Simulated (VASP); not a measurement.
Wanted: the native input for a VASP 6.6.1 run.

```yaml
Task: single point
Functional: PBE
Potentials_or_basis: VASP PAW PBE potentials, release 64 (Si, Ni)
Cutoff: 520 eV
k_mesh: 14 × 14 × 14
Occupations: gaussian, width 0.15 eV
Spin: no spin polarisation
Dipole_correction: no
Further_INCAR_settings: ALGO = Fast; EDIFF = 1e-07; NBANDS = 25
```

The structure of SiNi3 lies in POSCAR:

```
SiNi3
1.0
    3.5062596291      0.0000000000      0.0000000000
    0.0000000000      3.5062596291      0.0000000000
    0.0000000000      0.0000000000      3.5062596291
Si Ni
1 3
Direct
    0.0000000000      0.0000000000      0.0000000000
    0.0000000000      0.6247768409      0.5000000000
    0.5000000000      0.1247768409      0.5000000000
    0.5000000000      0.6247768409      0.0000000000
```

This cell differs from its parent crystal: all Ni atoms moved +0.438 Å, as atom 2 along Cartesian [0 1 0].

These files were run (other wordings do the same):

INCAR

```
  PREC = Accurate
  ENCUT = 520
  EDIFF = 1E-7
  ISMEAR = 0
  SIGMA = 0.15
  LREAL = F
  LASPH = T
  NELM = 80
  ALGO = Fast
  ISIF = 2
  LWAVE = F
  LCHARG = T
  GGA = PE
  LELF = T
  LVHAR = T
  NBANDS = 25
```

KPOINTS

```
regular mesh
0
Gamma
  14 14 14
```

Potentials or basis: VASP PAW PBE potentials, release 64 (Si, Ni).

The run is started by

```bash
$ cat potpaw_PBE.64/Si/POTCAR potpaw_PBE.64/Ni/POTCAR > POTCAR
$ mpirun -np 1 vasp_std > vasp.out
```

Results of the run:

```
Pressure               : 10.0 GPa
Largest force          : 3.117 eV/Å
Band gap on the k mesh : zero (bands 17 and 18 overlap by 0.34 eV)
```

Caveat: the cell differs from its parent crystal (all Ni atoms moved +0.438 Å, as atom 2 along Cartesian [0 1 0]); the cell stands under pressure; forces of over 1 eV/Å act on the atoms, so gaps and moduli don't describe the material at rest.

Wall time 2.5 min on 1 thread of Intel(R) Xeon(R) 6975P-C (Granite Rapids), on a shared host, peak memory 0.36 GiB.
